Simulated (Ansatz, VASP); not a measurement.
# One calculation of Al, two programs

```
Al
1.0
     2.81442    0.00000    0.00000
    -1.40721    2.43736    0.00000
     0.00000    0.00000    9.24105
Al
4
Direct
  0.80712 0.93772 0.00000
  0.33333 0.66667 0.25000
  0.19288 0.06228 0.50000
  0.66667 0.33333 0.75000
```

Change from the starting cell: mode 4 frozen in at -0.455 Å and mode 5 at -0.152 Å (largest displacements).

Alike in both runs: task single point; functional PBE; dispersion D3(BJ); k mesh 18 × 18 × 4; occupations gaussian, width 0.15 eV; no spin polarisation.

|  | VASP | Ansatz |
| --- | --- | --- |
| version | VASP 6.6.1 | Ansatz 0.2.0 |
| potentials or method | VASP PAW PBE potentials, release 64 (Al), cutoff 520 eV | scalar-relativistic, plane waves, PAW |
| valence electrons in the cell | 12 | 12 |

Ansatz gave:

| Quantity | Value |
| --- | --- |
| gap on the k mesh at the Fermi level (eV) | none |
| pressure (GPa) | 1.9 |
| traceless stress, the component that is largest in VASP (GPa) | 3.21 |
| rms of the force components (eV/Å) | 0.227 |

**Question.** What did VASP give for the same quantities?

**Answer.** gap on the k mesh at the Fermi level (eV): none; pressure (GPa): 1.9; traceless stress, the component that is largest in VASP (GPa): 3.22; rms of the force components (eV/Å): 0.227.

Atom by atom the forces differ by 0.000 eV/Å (rms over components). A gap of «none» marks a metal or a gap that the smearing closes.
